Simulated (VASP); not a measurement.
Al: single point with PBEsol

Slab: Al, a slab with vacuum.

```
CELL_PARAMETERS angstrom
5.72757 0.00000 0.00000
2.86378 4.96022 0.00000
0.00000 0.00000 17.67654
ATOMIC_POSITIONS crystal
Al 0.16667 0.16667 0.05657
Al 0.66667 0.16667 0.05657
Al 0.16667 0.66666 0.05657
Al 0.66667 0.66666 0.05657
Al 0.83436 0.35079 0.18254
Al 0.31947 0.36732 0.18863
Al 0.82773 0.84228 0.18531
Al 0.31708 0.85139 0.18677
Al 0.00770 0.00657 0.31929
Al 0.48707 0.03484 0.31209
Al 0.99445 0.52901 0.32272
Al 0.51930 0.50177 0.31614
Al 0.37840 0.79198 0.44100
```

- Program: VASP 6.6.1
- Task: single point
- Functional: PBEsol
- Potentials or basis: VASP PAW PBE potentials, release 64 (Al)
- Cutoff: 400 eV
- k mesh: 3 × 3 × 1
- Occupations: fermi-dirac, width 0.15 eV
- Spin: no spin polarisation
- Dipole correction: no
- Further INCAR settings: ALGO = Normal; EDIFF = 1e-06; NBANDS = 32; NELMDL = -8

```yaml
Largest_force: 0.506 eV/Å
```

Forces on the atoms (eV/Å):
```
Al   0.055 -0.100 -0.097
Al   0.009  0.064  0.003
Al   0.128  0.129 -0.148
Al  -0.166  0.164 -0.166
Al  -0.209 -0.118  0.445
Al   0.093 -0.369 -0.084
Al  -0.092  0.257  0.193
Al   0.305 -0.022  0.020
Al  -0.121  0.204 -0.007
Al   0.082 -0.242  0.404
Al  -0.066 -0.054  0.036
Al  -0.069 -0.190 -0.275
Al   0.050  0.278 -0.326
```

Levels at points of the mesh, in eV from the Fermi level:
```tsv
k point	band 18	band 19	band 20	band 21	band 22	band 23
(0.00, 0.00, 0.00)	-0.74	-0.67	-0.39	-0.17	-0.05	-0.03
```

It took 2.8 min on 1 thread of AMD EPYC 7R13 (shared host), peak memory 0.4 GiB.

Caveat: the k points lie up to 0.42 Å⁻¹ apart; the PAW data sets were made with another functional, which shifts forces and pressure a little.
